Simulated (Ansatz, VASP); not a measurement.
## TaBr3F2 in VASP and in Ansatz

```xyz
6
Lattice="4.8500 0.0000 0.0000 -2.4250 4.2003 0.0000 0.0000 0.0000 7.8156" Properties=species:S:1:pos:R:3 pbc="T T T"
Ta    0.0000    0.0000    0.0000
Br    0.0000    0.0000    3.9078
Br    2.4250    1.4001    2.7906
Br    0.0000    2.8002    5.0250
F     0.0000    2.8002    2.0214
F     2.4250    1.4001    5.7942
```

Change from the starting cell: species swapped into the Li3LaSb2 type (P-3m1, No. 164).

Alike in both runs: task single point; functional PBE; k mesh 6 × 6 × 2; occupations gaussian, width 0.1 eV; no spin polarisation.

|  | VASP | Ansatz |
| --- | --- | --- |
| version | VASP 6.6.1 | Ansatz 0.2.0 |
| potentials or method | VASP PAW PBE potentials, release 64 (Ta_pv, Br, F), cutoff 600 eV | scalar-relativistic, plane waves, PAW |
| valence electrons in the cell | 46 | 48 |

```tsv
	VASP	Ansatz	Ansatz less VASP
gap on the k mesh at the Fermi level (eV)	none	none	-
pressure (GPa)	-7.1	-7.0	+0.09
traceless stress, the component that is largest in VASP (GPa)	-3.00	-3.01	-0.015
rms of the force components (eV/Å)	0.598	0.599	+0.0015
```

Atom by atom the forces differ by 0.002 eV/Å (rms over components). A gap of «none» marks a metal or a gap that the smearing closes. VASP's potentials hold 46 valence electrons a cell and Ansatz's 48, so a difference there can come from the potentials and not from the codes.

The k mesh is coarse, so the values compare programs but aren't converged. Neither program's run includes spin-orbit coupling.
